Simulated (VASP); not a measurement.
MoS2, 24 atoms in the cell. The typed cell holds 24 atoms: a = 6.442 Å, b = 5.579 Å, c = 12.526 Å, α = 90.00°, β = 90.00°, γ = 90.00°. 

```yaml
Program: VASP 6.6.1
Task: single point
Functional: PBE
Potentials_or_basis: VASP PAW PBE potentials, release 64 (Mo_sv, S)
Cutoff: 520 eV
k_mesh: 2 × 3 × 1
Occupations: fermi-dirac, width 0.3 eV
Spin: no spin polarisation
Dipole_correction: no
Further_INCAR_settings: LREAL = Auto; ALGO = Normal; EDIFF = 1e-06; NBANDS = 122
```

Potentials or basis: VASP PAW PBE potentials, release 64 (Mo_sv, S).

Command:

```bash
$ cat potpaw_PBE.64/Mo_sv/POTCAR potpaw_PBE.64/S/POTCAR > POTCAR
$ mpirun -np 1 vasp_std > vasp.out
```

Hardware: 1 thread of Intel Xeon 8259CL, on a shared host.

Task: Estimate the wall time of this run.

Result: Wall time 14 min on 1 thread of Intel Xeon 8259CL, with other jobs on the host, peak memory 0.51 GiB. Counts: scf iterations 26, k points 4.
